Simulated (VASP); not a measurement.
# Ge (Fmmm) in VASP: a series of runs

Runs on Ge. Level: LDA. Tasks: single point.

Everything below comes from runs of VASP 6.6.1. Logs are shortened: lines on timing, memory, paths and dates and some standing lists are left out, and cuts for length are marked.

**1. The cell of the first run**

Symmetry: Fmmm, No. 69, orthorhombic system. Conventional cell: a = 5.261 Å, b = 5.771 Å, c = 10.231 Å, α = 90.00°, β = 90.00°, γ = 90.00°. Within 3.6 Å of Ge (site symmetry mm2) lie 8 Ge at 2.71 to 3.17 Å. Ge (site symmetry m2m) has 8 Ge at 2.61 to 3.17 Å within 3.4 Å.

**2. Single point, LDA**

File INCAR:

```
SYSTEM = Ge
  PREC = Accurate
  ENCUT = 520
  EDIFF = 1E-6
  ISMEAR = 0
  SIGMA = 0.25
  LREAL = .FALSE.
  LASPH = .TRUE.
  NELM = 100
  ALGO = Normal
  ISIF = 2
  LWAVE = .FALSE.
  LCHARG = .FALSE.
  NBANDS = 36
```

File KPOINTS:

```
Automatic mesh
0
G
  6 6 6
  0 0 0
```

File POSCAR:

```
Ge
1.0
    0.0000000000      2.8857400000      5.1156650000
    2.6304970000      0.0000000000      5.1156650000
    2.6304970000      2.8857400000      0.0000000000
Ge
4
Direct
    0.7818670000      0.7818670000      0.2181330000
    0.2181330000      0.2181330000      0.7818670000
    0.2735100000      0.7264900000      0.2735100000
    0.7264900000      0.2735100000      0.7264900000
```

Potentials or basis: VASP PAW LDA potentials, release 64 (Ge_d).

The run is started by

```console
cat potpaw_LDA.64/Ge_d/POTCAR > POTCAR
mpirun -np 1 vasp_std > vasp.out
```

OUTCAR:

```text
SYSTEM = Ge
   PREC = Accurate
   ENCUT = 520
   EDIFF = 1E-6
   ISMEAR = 0
   LREAL = .FALSE.
   LASPH = .TRUE.
   NELM = 100
   ISIF = 2

 ion  position               nearest neighbor table
   1  0.782  0.782  0.218-   2 2.71   2 2.71   3 2.73   4 2.73
   2  0.218  0.218  0.782-   1 2.71   1 2.71   3 2.73   4 2.73
   3  0.274  0.726  0.274-   4 2.61   4 2.64   4 2.64   2 2.73   1 2.73
   4  0.726  0.274  0.726-   3 2.61   3 2.64   3 2.64   2 2.73   1 2.73

  LATTYP: Found a face centered orthorhombic cell.
 ALAT       =     5.2609940000
 B/A-ratio  =     1.0970322338
 C/A-ratio  =     1.9447522654

  Lattice vectors:

 A1 = (   0.0000000000,   2.8857400000,   5.1156650000)
 A2 = (   2.6304970000,   0.0000000000,   5.1156650000)
 A3 = (   2.6304970000,   2.8857400000,   0.0000000000)

Analysis of symmetry for initial positions (statically):
=====================================================================
 Subroutine PRICEL returns:
 Original cell was already a primitive cell.

 Routine SETGRP: Setting up the symmetry group for a
 face centered orthorhombic supercell.

 Subroutine GETGRP returns: Found  8 space group operations
 (whereof  8 operations were pure point group operations)
 out of a pool of  8 trial point group operations.

The static configuration has the point symmetry D_2h.

Analysis of symmetry for dynamics (positions and initial velocities):
=====================================================================
 Subroutine PRICEL returns:
 Original cell was already a primitive cell.

 Routine SETGRP: Setting up the symmetry group for a
 face centered orthorhombic supercell.

 Subroutine GETGRP returns: Found  8 space group operations
 (whereof  8 operations were pure point group operations)
 out of a pool of  8 trial point group operations.

The dynamic configuration has the point symmetry D_2h.

 Subroutine INISYM returns: Found  8 space group operations
 (whereof  8 operations are pure point group operations),
 and found     1 'primitive' translations

----------------------------------------------------------------------------------------

                                     Primitive cell

  volume of cell :      77.6653

  direct lattice vectors                    reciprocal lattice vectors
     0.000000000  2.885740000  5.115665000    -0.190078149  0.173265783  0.097739004
     2.630497000  0.000000000  5.115665000     0.190078149 -0.173265783  0.097739004
     2.630497000  2.885740000  0.000000000     0.190078149  0.173265783 -0.097739004

[... 83 lines left out ...]
   LSORBIT =      F    spin-orbit coupling
   LASPH  =      T    aspherical Exc in radial PAW
   ENCUT  =  520.0 eV  38.22 Ry    6.18 a.u.  10.92 10.70  7.26*2*pi/ulx,y,z
   NELM   =    100;   NELMIN=  2; NELMDL= -5     # of ELM steps
   EDIFF  = 0.1E-05   stopping-criterion for ELM
   LREAL  =      F    real-space projection
   EDIFFG = 0.1E-04   stopping-criterion for IOM
   NSW    =      0    number of steps for IOM
   IBRION =     -1    ionic relax: 0-MD 1-quasi-New 2-CG
   NFREE  =      0    steps in history (QN), initial steepest desc. (CG)
   ISIF   =      2    stress and relaxation
   ISYM   =      2    0-nonsym 1-usesym 2-fastsym
   POTIM  = 0.5000    time-step for ionic-motion
   TEBEG  =    0.0;   TEEND  =   0.0 temperature during run
   PSTRESS=    0.0 pullay stress
   NELECT =      56.0000    total number of electrons
   NUPDOWN=      -1.0000    fix difference up-down
   EMIN   =  10.00;   EMAX   =-10.00  energy-range for DOS
   EFERMI =   0.00;   METHOD = LEGACY
   ISMEAR =     0;   SIGMA  =   0.25  broadening in eV -4-tet -1-fermi 0-gaus
   EFERMI_NEDOS =   21; number of points for ismear=-14 and -15
   IALGO  =     38    algorithm
   IMIX   =      4    mixing-type and parameters
     AMIX     =   0.40;   BMIX     =  1.00
     AMIX_MAG =   1.60;   BMIX_MAG =  1.00
  volume/ion in A,a.u.               =      19.42       131.03
  Fermi-wavevector in a.u.,A,eV,Ry     =   1.468008  2.774133 29.321208  2.155048
  Thomas-Fermi vector in A             =   2.583557
   LORBIT       =      0    0 simple, 1 ext, 2 COOP (PROOUT), +10 PAW based schemes
   GGA     = CA    functional components
   LHFCALC =     F    Hartree Fock is set to
   AEXX    =    0.0000 exact exchange contribution
   IVDW    =     0    specifies the selected vdW correction
   LEPSILON=     F    determine dielectric tensor
   LRPA    =     F    only Hartree local field effects (RPA)
 non-spin polarized calculation
 Gauss-broadening in eV      SIGMA  =   0.25
  energy-cutoff  :      520.00
  volume of cell :       77.67
 maximum number of plane-waves:      2116
 NGX is ok and might be reduce to    48
   NGX = 21   NGY = 21   NGZ = 15

 number of electron      55.9999999 magnetization

 Free energy of the ion-electron system (eV)
  ---------------------------------------------------
  ext. energy  EPLUGINS =         0.00000000
  ---------------------------------------------------
  free energy    TOTEN  =       -19.94179195 eV

  energy without entropy =      -19.89201239  energy(sigma->0) =      -19.91690217

 E-fermi :   6.0535     XC(G=0): -11.3631

 val. band max:        5.9507188500   @ k =   0.3333   0.3333   0.0000
 cond. band min:       6.0964708574   @ k =  -0.3333   0.0000   0.1667
 fundamental gap:      0.1457520074
 Fermi energy:         6.0534881406

 k-point     1 :       0.0000    0.0000    0.0000
  band No.  band energies     occupation
      1     -18.8085      2.00000
      2     -18.7518      2.00000
      3     -18.7220      2.00000
      4     -18.7143      2.00000
      5     -18.7055      2.00000
      6     -18.7023      2.00000
[... 925 lines left out ...]
     35      12.2264      0.00000
     36      12.6711      0.00000

 [... further k-points ...]
[... 5 lines left out ...]
  --------------------------------------------------------------------------------------
  -------------------------------------------------------------------------------------
  Total       -1.8733413     -2.5919333     -2.7658776      0.0000000      0.0000000      0.0000000
  in kB      -38.6456299    -53.4696443    -57.0579855      0.0000000      0.0000000      0.0000000
  external PRESSURE =     -49.7244199 kB  Pullay stress =       0.0000000 kB

 VOLUME and BASIS-vectors are now :
 -----------------------------------------------------------------------------
  energy-cutoff  :      520.00
  volume of cell :       77.67
      direct lattice vectors                 reciprocal lattice vectors
     0.000000000  2.885740000  5.115665000    -0.190078149  0.173265783  0.097739004
     2.630497000  0.000000000  5.115665000     0.190078149 -0.173265783  0.097739004
     2.630497000  2.885740000  0.000000000     0.190078149  0.173265783 -0.097739004

 POSITION                                       TOTAL-FORCE (eV/Angst)
 -----------------------------------------------------------------------------------
      2.63050      2.88574      7.99954         0.000000      0.000000     -0.009689
      2.63050      2.88574      2.23179         0.000000      0.000000      0.009689
      2.63050      1.57856      5.11566         0.000000     -0.022383     -0.000000
      2.63050      4.19292      5.11566         0.000000      0.022383     -0.000000
 -----------------------------------------------------------------------------------
    total drift:                                0.000000      0.000000      0.000000

  FREE ENERGIE OF THE ION-ELECTRON SYSTEM (eV)
  ---------------------------------------------------
  free  energy   TOTEN  =       -19.9417919546 eV

  energy  without entropy=      -19.8920123929  energy(sigma->0) =      -19.91690217
```

OSZICAR:

```text
N       E                     dE             d eps       ncg     rms          rms(c)
DAV:   1     0.471189680809E+03    0.47119E+03   -0.27686E+04  3796   0.439E+03
DAV:   2     0.595654220286E+02   -0.41162E+03   -0.40170E+03  3312   0.776E+02
DAV:   3    -0.159103055573E+02   -0.75476E+02   -0.74257E+02  3552   0.199E+02
DAV:   4    -0.199440662997E+02   -0.40338E+01   -0.40006E+01  3920   0.531E+01
DAV:   5    -0.200228528896E+02   -0.78787E-01   -0.78744E-01  3716   0.825E+00    0.297E+00
DAV:   6    -0.199646327448E+02    0.58220E-01   -0.61999E-02  4688   0.500E+00    0.164E+00
DAV:   7    -0.199426845015E+02    0.21948E-01   -0.65755E-02  4084   0.398E+00    0.200E-01
DAV:   8    -0.199418501576E+02    0.83434E-03   -0.10822E-02  3772   0.279E+00    0.929E-02
DAV:   9    -0.199417292493E+02    0.12091E-03   -0.18891E-03  4496   0.130E+00    0.370E-02
DAV:  10    -0.199417927020E+02   -0.63453E-04   -0.69721E-04  3620   0.464E-01    0.187E-02
DAV:  11    -0.199417903102E+02    0.23919E-05   -0.11579E-04  4128   0.476E-01    0.754E-03
DAV:  12    -0.199417920365E+02   -0.17263E-05   -0.20859E-05  4400   0.739E-02    0.189E-03
DAV:  13    -0.199417919546E+02    0.81860E-07   -0.66024E-07  2016   0.645E-02
   1 F= -.19941792E+02 E0= -.19916902E+02  d E =-.497796E-01
```

stdout:

```text
POSCAR found type information on POSCAR Ge
 POSCAR found :  1 types and       4 ions
 scaLAPACK will be used
 LDA part: xc-table for (Slater(with rela. corr.)+CA(PZ))
 , standard interpolation
 POSCAR, INCAR and KPOINTS ok, starting setup
 FFT: planning ... GRIDC
 FFT: planning ... GRID_SOFT
 FFT: planning ... GRID
 WAVECAR not read
 entering main loop
```

It took 2.1 min on 1 thread of Intel Xeon Platinum 8259CL at 2.50GHz (Skylake/Cascade Lake), shared host; peak memory 0.25 GiB.

What came out:

| Property | Result |
| --- | --- |
| Free energy | -19.9418 eV |
| Pressure | -5.0 GPa |
| Largest force | 0.022 eV/Å |
| Band gap on the k mesh | zero (band 28 reaches 7.44 eV, above the bottom of band 29 at 4.22 eV) |

Forces on the atoms (eV/Å):
```
Ge   0.000  0.000 -0.010
Ge   0.000  0.000  0.010
Ge   0.000 -0.022  0.000
Ge   0.000  0.022  0.000
```

**3. Single point, LDA**

File INCAR:

```
PREC     = Accurate       # precision mode
ENCUT    = 520            # plane-wave cutoff, eV
EDIFF    = 1E-6           # SCF threshold, eV
ISMEAR   = 0              # smearing method
SIGMA    = 0.15           # smearing width, eV
LREAL    = False          # projectors in reciprocal space
LASPH    = True           # aspherical terms in the spheres
NELM     = 80             # most SCF steps
ALGO     = Normal         # electronic algorithm
ISIF     = 2              # what is computed and relaxed
LWAVE    = False          # write WAVECAR
LCHARG   = False          # write CHGCAR
GGA      = CA             # functional
NBANDS   = 36             # bands
```

File KPOINTS:

```
regular mesh
0
Gamma
  6 6 6
```

POSCAR is that of step 2.

Potentials or basis: VASP PAW LDA potentials, release 64 (Ge_d).

The run is started by

```console
cat potpaw_LDA.64/Ge_d/POTCAR > POTCAR
mpirun -np 1 vasp_std > vasp.out
```

Wall time 2 min (1 thread of Intel Xeon Platinum 8259CL at 2.50GHz (Skylake/Cascade Lake), shared host); peak memory 0.25 GiB.

Results (log left out):

```
Free energy            : -19.9260 eV
Pressure               : -5.0 GPa
Largest force          : 0.020 eV/Å
Band gap on the k mesh : zero (band 28 reaches 7.44 eV, above the bottom of band 29 at 4.22 eV)
```

Forces in eV/Å, atoms in the order of the input:
```
Ge   0.000  0.000  0.009
Ge   0.000  0.000 -0.009
Ge   0.000 -0.020  0.000
Ge   0.000  0.020  0.000
```

Stress tensor (GPa, compression positive):
```
-3.43  0.00  0.00
 0.00 -5.53  0.00
 0.00  0.00 -5.91
```

Levels at points of the mesh, in eV from the Fermi level:
```csv
k point,band 24,band 25,band 26,band 27,band 28,band 29,band 30,band 31,band 32,band 33
"(0.00, 0.00, 0.00)",-3.92,-2.97,-2.36,-2.00,-1.85,-1.60,2.96,3.76,3.97,6.14
"(0.50, 0.00, 0.00)",-7.08,-2.03,-1.64,-0.83,0.75,0.95,1.15,2.23,2.32,3.41
"(0.50, 0.50, 0.00)",-4.59,-2.16,-1.84,-0.26,0.43,1.00,1.09,1.94,2.67,4.98
"(0.50, 0.00, 0.50)",-7.40,-4.59,-4.09,-3.19,-2.66,-1.24,-0.82,3.46,4.62,7.00
"(0.00, 0.50, 0.50)",-6.15,-5.69,-5.22,-3.55,-2.07,-1.86,2.83,3.71,3.96,5.84
```

**4. Single point, LDA**

File INCAR:

```
SYSTEM = Ge
PREC     = Accurate       ! precision mode
ENCUT    = 520            ! plane-wave cutoff, eV
EDIFF    = 1E-6           ! SCF threshold, eV
ISMEAR   = 0              ! smearing method
SIGMA    = 0.1            ! smearing width, eV
LREAL    = .False.        ! projectors in reciprocal space
LASPH    = .True.         ! aspherical terms in the spheres
NELM     = 80             ! most SCF steps
ALGO     = Normal         ! electronic algorithm
ISIF     = 2              ! what is computed and relaxed
LWAVE    = .False.        ! write WAVECAR
LCHARG   = .False.        ! write CHGCAR
NBANDS   = 36             ! bands
```

File KPOINTS:

```
Automatic mesh
0
Gamma
  6 6 6
  0 0 0
```

POSCAR is that of step 3.

The run is started by

```console
cat potpaw_LDA.64/Ge_d/POTCAR > POTCAR
mpirun -np 1 vasp_std > vasp.out
```

Wall time 1.9 min (1 thread of Intel Xeon Platinum 8259CL at 2.50GHz (Skylake/Cascade Lake), shared host); peak memory 0.25 GiB.

It converged, with:

| Property | Result |
| --- | --- |
| Free energy | -19.9207 eV |
| Pressure | -5.0 GPa |
| Largest force | 0.022 eV/Å |
| Band gap on the k mesh | zero (band 28 reaches 7.44 eV, above the bottom of band 29 at 4.22 eV) |

Forces on the atoms (eV/Å):
```
Ge   0.000  0.000  0.022
Ge   0.000  0.000 -0.022
Ge   0.000 -0.019  0.000
Ge   0.000  0.019  0.000
```

Stress tensor (GPa, compression positive):
```
-3.15  0.00  0.00
 0.00 -5.67  0.00
 0.00  0.00 -6.07
```

Levels at points of the mesh, in eV from the Fermi level:
```tsv
k point	band 25	band 26	band 27	band 28	band 29	band 30	band 31	band 32
(0.00, 0.00, 0.00)	-2.99	-2.37	-2.01	-1.86	-1.62	2.95	3.75	3.96
(0.50, 0.00, 0.00)	-2.05	-1.65	-0.85	0.73	0.93	1.13	2.21	2.31
(0.50, 0.50, 0.00)	-2.17	-1.86	-0.28	0.41	0.98	1.07	1.93	2.65
(0.50, 0.00, 0.50)	-4.61	-4.10	-3.21	-2.68	-1.26	-0.84	3.45	4.61
(0.00, 0.50, 0.50)	-5.71	-5.23	-3.56	-2.09	-1.87	2.81	3.69	3.95
```

**5. The runs side by side**

| smearing | gap on the mesh (eV) | pressure (GPa) | largest force (eV/Å) |
| --- | --- | --- | --- |
| gaussian 0.25 eV | none | -5.0 | 0.02 |
| gaussian 0.15 eV | none | -5.0 | 0.02 |
| gaussian 0.1 eV | none | -5.0 | 0.02 |

Alike in all rows: task single point; level LDA; potentials or basis VASP PAW LDA potentials, release 64 (Ge_d); no spin polarisation; cell as given; k mesh 6 × 6 × 6; cutoff (eV) 520.

Every run on the cell as given and a fine mesh finds a metal.

Total energies depend on the potentials used, so only differences within one code and one set of settings carry meaning.
